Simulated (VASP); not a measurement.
# Rb3Sc2N3 (P4mm) in VASP: notebook

The runs below take Rb3Sc2N3 through single point, relaxation of cell and atoms, with PBE.

Program: VASP 6.6.1. These are calculated values, not measurements. Logs are shortened: lines on timing, memory, paths and dates and some standing lists are left out, and cuts for length are marked.

## 1. The cell of the first run

Symmetry: P4mm, No. 99, tetragonal system. The conventional cell has a = 5.110 Å, b = 5.110 Å, c = 7.844 Å, α = 90.00°, β = 90.00°, γ = 90.00°. Rb (site symmetry 2mm) has 3 N at 2.75 to 3.55 Å and 1 Sc at 3.27 Å and 6 Rb at 3.34 to 3.61 Å within 3.7 Å. Rb (site symmetry 4mm) has 5 N at 2.63 to 3.23 Å and 4 Rb at 3.34 Å and 4 Sc at 3.52 Å within 3.6 Å. Within 2.4 Å of Sc (site symmetry 2mm) lie 1 N at 1.82 Å. N (site symmetry 2mm) has 1 Sc at 1.82 Å within 2.4 Å. N (site symmetry 4mm) has 4 Sc at 2.68 Å and 5 Rb at 3.23 to 3.55 Å and 4 N at 3.67 Å within 3.7 Å.

The cell was generated, and may not be a known phase.

## 2. Single point, PBE

The input, INCAR:

```
SYSTEM = Rb3Sc2N3
PREC = Accurate
ENCUT = 520
EDIFF = 1E-7
ISMEAR = 0
SIGMA = 0.15
LREAL = .FALSE.
LASPH = .TRUE.
NELM = 100
ALGO = Normal
ISIF = 2
LWAVE = .FALSE.
LCHARG = .FALSE.
GGA = PE
NBANDS = 42
```

The input, KPOINTS:

```
regular mesh
0
G
  2 2 2
  0 0 0
```

The input, POSCAR:

```
Rb3Sc2N3
1.0
    5.1103404349      0.0000000000      0.0000000000
    0.0000000000      5.1103404349      0.0000000000
    0.0000000000      0.0000000000      7.8436186819
Rb Sc N
3 2 3
Direct
    0.0000000000      0.5000000000      0.2540587346
    0.5000000000      0.0000000000      0.2540587346
    0.5000000000      0.5000000000      0.5281981694
    0.0000000000      0.5000000000      0.8372101156
    0.5000000000      0.0000000000      0.8372101156
    0.0000000000      0.5000000000      0.6049650829
    0.5000000000      0.0000000000      0.6049650829
    0.5000000000      0.5000000000      0.9401549144
```

Potentials or basis: VASP PAW PBE potentials, release 64 (Rb_sv, Sc_sv, N).

Run with:

```sh
> cat potpaw_PBE.64/Rb_sv/POTCAR potpaw_PBE.64/Sc_sv/POTCAR potpaw_PBE.64/N/POTCAR > POTCAR
> mpirun -np 1 vasp_std > vasp.out
```

OUTCAR:

```text
SYSTEM = Rb3Sc2N3
   PREC = Accurate
   ENCUT = 520
   EDIFF = 1E-7
   ISMEAR = 0
   LREAL = .FALSE.
   LASPH = .TRUE.
   NELM = 100
   ISIF = 2
   GGA = PE

 ion  position               nearest neighbor table
   1  0.000  0.500  0.254-   6 2.75   4 3.27   3 3.34   3 3.34   8 3.55   8 3.55   2 3.61   2 3.61
                             2 3.61   2 3.61   4 4.57
   2  0.500  0.000  0.254-   7 2.75   5 3.27   3 3.34   3 3.34   8 3.55   8 3.55   1 3.61   1 3.61
                             1 3.61   1 3.61   5 4.57
   3  0.500  0.500  0.528-   6 2.63   7 2.63   7 2.63   6 2.63   8 3.23   2 3.34   2 3.34   1 3.34
                             1 3.34   4 3.52   5 3.52   4 3.52   5 3.52
   4  0.000  0.500  0.837-   6 1.82   1 3.27   3 3.52   3 3.52   1 4.57
   5  0.500  0.000  0.837-   7 1.82   2 3.27   3 3.52   3 3.52   2 4.57
   6  0.000  0.500  0.605-   4 1.82   3 2.63   3 2.63   1 2.75
   7  0.500  0.000  0.605-   5 1.82   3 2.63   3 2.63   2 2.75
   8  0.500  0.500  0.940-   3 3.23   2 3.55   1 3.55   2 3.55   1 3.55

  LATTYP: Found a simple tetragonal cell.
 ALAT       =     5.1103404349
 C/A-ratio  =     1.5348524784

  Lattice vectors:

 A1 = (   5.1103404349,   0.0000000000,   0.0000000000)
 A2 = (   0.0000000000,   5.1103404349,   0.0000000000)
 A3 = (   0.0000000000,   0.0000000000,   7.8436186819)

Analysis of symmetry for initial positions (statically):
=====================================================================
 Subroutine PRICEL returns:
 Original cell was already a primitive cell.

 Routine SETGRP: Setting up the symmetry group for a
 simple tetragonal supercell.

 Subroutine GETGRP returns: Found  8 space group operations
 (whereof  8 operations were pure point group operations)
 out of a pool of 16 trial point group operations.

The static configuration has the point symmetry C_4v.

Analysis of symmetry for dynamics (positions and initial velocities):
=====================================================================
 Subroutine PRICEL returns:
 Original cell was already a primitive cell.

 Routine SETGRP: Setting up the symmetry group for a
 simple tetragonal supercell.

 Subroutine GETGRP returns: Found  8 space group operations
 (whereof  8 operations were pure point group operations)
 out of a pool of 16 trial point group operations.

The dynamic configuration has the point symmetry C_4v.

 Subroutine INISYM returns: Found  8 space group operations
 (whereof  8 operations are pure point group operations),
 and found     1 'primitive' translations

----------------------------------------------------------------------------------------

                                     Primitive cell

  volume of cell :     204.8406

  direct lattice vectors                    reciprocal lattice vectors
     5.110340435  0.000000000  0.000000000     0.195681680  0.000000000  0.000000000
     0.000000000  5.110340435  0.000000000     0.000000000  0.195681680  0.000000000
     0.000000000  0.000000000  7.843618682     0.000000000  0.000000000  0.127492174

  length of vectors
     5.110340435  5.110340435  7.843618682     0.195681680  0.195681680  0.127492174

  position of ions in fractional coordinates (direct lattice)
     0.000000000  0.500000000  0.254058735
     0.500000000  0.000000000  0.254058735
     0.500000000  0.500000000  0.528198169
     0.000000000  0.500000000  0.837210116
     0.500000000  0.000000000  0.837210116
     0.000000000  0.500000000  0.604965083
     0.500000000  0.000000000  0.604965083
     0.500000000  0.500000000  0.940154914

  ion indices of the primitive-cell ions
   primitive index   ion index
                 1           1
                 2           2
                 3           3
                 4           4
                 5           5
                 6           6
                 7           7
                 8           8

----------------------------------------------------------------------------------------

 KPOINTS: regular mesh

Automatic generation of k-mesh.
 Grid dimensions read from file:
 generate k-points for:    2    2    2

 Generating k-lattice:

  Cartesian coordinates                     Fractional coordinates (reciprocal lattice)
     0.097840840  0.000000000  0.000000000     0.500000000  0.000000000  0.000000000
     0.000000000  0.097840840  0.000000000     0.000000000  0.500000000  0.000000000
     0.000000000  0.000000000  0.063746087     0.000000000  0.000000000  0.500000000

  Length of vectors
     0.097840840  0.097840840  0.063746087

  Shift w.r.t. Gamma in fractional coordinates (k-lattice)
     0.000000000  0.000000000  0.000000000

 Subroutine IBZKPT returns following result:
 ===========================================

 Found      6 irreducible k-points:

 Following reciprocal coordinates:
            Coordinates               Weight
  0.000000  0.000000  0.000000      1.000000
  0.500000  0.000000  0.000000      2.000000
  0.500000  0.500000  0.000000      1.000000
  0.000000  0.000000  0.500000      1.000000
  0.500000  0.000000  0.500000      2.000000
  0.500000  0.500000  0.500000      1.000000
   k-points           NKPTS =      6   k-points in BZ     NKDIM =      6   number of bands    NBANDS=     42
   number of dos      NEDOS =    301   number of ions     NIONS =      8
   total plane-waves  NPLWV =  96000
   dimension x,y,z NGX =    40 NGY =   40 NGZ =   60
   dimension x,y,z NGXF=    80 NGYF=   80 NGZF=  120
   ions per type =               3   2   3
   NGX,Y,Z   is equivalent  to a cutoff of  13.01, 13.01, 12.72 a.u.
   NGXF,Y,Z  is equivalent  to a cutoff of  26.03, 26.03, 25.43 a.u.
 SYSTEM =  Rb3Sc2N3
   PREC   = accura    normal or accurate (medium, high low for compatibility)
   ISTART =      0    job   : 0-new  1-cont  2-samecut
   ICHARG =      2    charge: 1-file 2-atom 10-const
   ISPIN  =      1    spin polarized calculation?
   LNONCOLLINEAR =      F non collinear calculations
   LSORBIT =      F    spin-orbit coupling
   LASPH  =      T    aspherical Exc in radial PAW
   ENCUT  =  520.0 eV  38.22 Ry    6.18 a.u.   9.50  9.50 14.58*2*pi/ulx,y,z
   NELM   =    100;   NELMIN=  2; NELMDL= -5     # of ELM steps
   EDIFF  = 0.1E-06   stopping-criterion for ELM
   LREAL  =      F    real-space projection
   EDIFFG = 0.1E-05   stopping-criterion for IOM
   NSW    =      0    number of steps for IOM
   IBRION =     -1    ionic relax: 0-MD 1-quasi-New 2-CG
   NFREE  =      0    steps in history (QN), initial steepest desc. (CG)
   ISIF   =      2    stress and relaxation
   ISYM   =      2    0-nonsym 1-usesym 2-fastsym
   POTIM  = 0.5000    time-step for ionic-motion
   TEBEG  =    0.0;   TEEND  =   0.0 temperature during run
   PSTRESS=    0.0 pullay stress
   NELECT =      64.0000    total number of electrons
   NUPDOWN=      -1.0000    fix difference up-down
   EMIN   =  10.00;   EMAX   =-10.00  energy-range for DOS
   EFERMI =   0.00;   METHOD = LEGACY
   ISMEAR =     0;   SIGMA  =   0.15  broadening in eV -4-tet -1-fermi 0-gaus
   EFERMI_NEDOS =   21; number of points for ismear=-14 and -15
   IALGO  =     38    algorithm
   IMIX   =      4    mixing-type and parameters
     AMIX     =   0.40;   BMIX     =  1.00
     AMIX_MAG =   1.60;   BMIX_MAG =  1.00
  volume/ion in A,a.u.               =      25.61       172.79
  Fermi-wavevector in a.u.,A,eV,Ry     =   1.110869  2.099238 16.789991  1.234030
  Thomas-Fermi vector in A             =   2.247425
   LORBIT       =      0    0 simple, 1 ext, 2 COOP (PROOUT), +10 PAW based schemes
   GGA     = PE    functional components
   LHFCALC =     F    Hartree Fock is set to
   AEXX    =    0.0000 exact exchange contribution
   IVDW    =     0    specifies the selected vdW correction
   LEPSILON=     F    determine dielectric tensor
   LRPA    =     F    only Hartree local field effects (RPA)
 non-spin polarized calculation
 Gauss-broadening in eV      SIGMA  =   0.15
  energy-cutoff  :      520.00
  volume of cell :      204.84
 maximum number of plane-waves:      5534
 NGX is ok and might be reduce to    40
   NGX = 19   NGY = 19   NGZ = 29

 number of electron      64.0000008 magnetization

 Free energy of the ion-electron system (eV)
  ---------------------------------------------------
  ext. energy  EPLUGINS =         0.00000000
  ---------------------------------------------------
  free energy    TOTEN  =       -36.62732976 eV

  energy without entropy =      -36.54135477  energy(sigma->0) =      -36.58434226

 E-fermi :   1.6312     XC(G=0):  -8.3719

 val. band max:        1.6194438173   @ k =   0.0000   0.0000   0.0000
 cond. band min:       1.6370240131   @ k =   0.0000   0.0000   0.5000
 fundamental gap:      0.0175801959
 Fermi energy:         1.6312223532

 k-point     1 :       0.0000    0.0000    0.0000
  band No.  band energies     occupation
      1     -46.9483      2.00000
      2     -46.9376      2.00000
      3     -26.9806      2.00000
      4     -26.8078      2.00000
      5     -25.8555      2.00000
      6     -25.8555      2.00000
[... 34 lines left out ...]
     41       5.1156      0.00000
     42       5.6948      0.00000

 k-point     2 :       0.5000    0.0000    0.0000
  band No.  band energies     occupation
      1     -46.9429      2.00000
      2     -46.9429      2.00000
      3     -26.8941      2.00000
      4     -26.8915      2.00000
      5     -25.8520      2.00000
      6     -25.8509      2.00000
[... 34 lines left out ...]
     41       5.2016      0.00000
     42       5.4997      0.00000

 k-point     3 :       0.5000    0.5000    0.0000
  band No.  band energies     occupation
      1     -46.9429      2.00000
      2     -46.9429      2.00000
      3     -26.8899      2.00000
      4     -26.8899      2.00000
      5     -25.8919      2.00000
      6     -25.8116      2.00000
[... 34 lines left out ...]
     41       5.3156      0.00000
     42       5.7251      0.00000

 k-point     4 :       0.0000    0.0000    0.5000
  band No.  band energies     occupation
      1     -46.9484      2.00000
      2     -46.9376      2.00000
      3     -26.9815      2.00000
      4     -26.8083      2.00000
      5     -25.8555      2.00000
      6     -25.8555      2.00000
[... 34 lines left out ...]
     41       5.1188      0.00000
     42       5.6016      0.00000

 k-point     5 :       0.5000    0.0000    0.5000
  band No.  band energies     occupation
      1     -46.9429      2.00000
      2     -46.9429      2.00000
      3     -26.8949      2.00000
      4     -26.8920      2.00000
      5     -25.8520      2.00000
      6     -25.8509      2.00000
[... 34 lines left out ...]
     41       5.0818      0.00000
     42       5.6858      0.00000

 k-point     6 :       0.5000    0.5000    0.5000
  band No.  band energies     occupation
      1     -46.9429      2.00000
      2     -46.9429      2.00000
      3     -26.8904      2.00000
      4     -26.8904      2.00000
      5     -25.8919      2.00000
      6     -25.8116      2.00000
[... 34 lines left out ...]
     41       4.9974      0.00000
     42       5.7104      0.00000

------------------------ aborting loop because EDIFF is reached ----------------------------------------

  FORCE on cell =-STRESS in cart. coord.  units (eV):
  Direction    XX          YY          ZZ          XY          YZ          ZX
  --------------------------------------------------------------------------------------
  -------------------------------------------------------------------------------------
  Total        0.0028816      0.0028816      0.8364415      0.0000000     -0.0000000      0.0000000
  in kB        0.0225386      0.0225386      6.5422934      0.0000000     -0.0000000      0.0000000
  external PRESSURE =       2.1957902 kB  Pullay stress =       0.0000000 kB

 VOLUME and BASIS-vectors are now :
 -----------------------------------------------------------------------------
  energy-cutoff  :      520.00
  volume of cell :      204.84
      direct lattice vectors                 reciprocal lattice vectors
     5.110340435  0.000000000  0.000000000     0.195681680  0.000000000  0.000000000
     0.000000000  5.110340435  0.000000000     0.000000000  0.195681680  0.000000000
     0.000000000  0.000000000  7.843618682     0.000000000  0.000000000  0.127492174

 POSITION                                       TOTAL-FORCE (eV/Angst)
 -----------------------------------------------------------------------------------
      0.00000      2.55517      1.99274        -0.000000      0.000000     -0.018819
      2.55517      0.00000      1.99274        -0.000000      0.000000     -0.018819
      2.55517      2.55517      4.14299        -0.000000     -0.000000     -0.013206
      0.00000      2.55517      6.56676        -0.000000      0.000000      0.187127
      2.55517      0.00000      6.56676        -0.000000      0.000000      0.187127
      0.00000      2.55517      4.74512         0.000000     -0.000000     -0.153416
      2.55517      0.00000      4.74512        -0.000000      0.000000     -0.153416
      2.55517      2.55517      7.37422        -0.000000      0.000000     -0.016579
 -----------------------------------------------------------------------------------
    total drift:                                0.000000      0.000000     -0.000920

  FREE ENERGIE OF THE ION-ELECTRON SYSTEM (eV)
  ---------------------------------------------------
  free  energy   TOTEN  =       -36.6273297560 eV

  energy  without entropy=      -36.5413547653  energy(sigma->0) =      -36.58434226
```

Wall time 1.7 min (1 thread of AMD EPYC 7R13 (Zen 3), shared host); peak memory 0.28 GiB.

What came out:

```
Free energy            : -36.6273 eV
Pressure               : 0.2 GPa
Largest force          : 0.187 eV/Å
Band gap on the k mesh : zero (bands 32 and 33 overlap by 0.02 eV)
```

Forces on the atoms (eV/Å):
```
Rb   0.000  0.000 -0.019
Rb   0.000  0.000 -0.019
Rb   0.000  0.000 -0.013
Sc   0.000  0.000  0.187
Sc   0.000  0.000  0.187
N    0.000  0.000 -0.153
N    0.000  0.000 -0.153
N    0.000  0.000 -0.017
```

Caveat: the k points lie up to 0.61 Å⁻¹ apart; semilocal functionals underestimate gaps, and a narrow one can read as zero.

(Continued in part 2 of 2.)
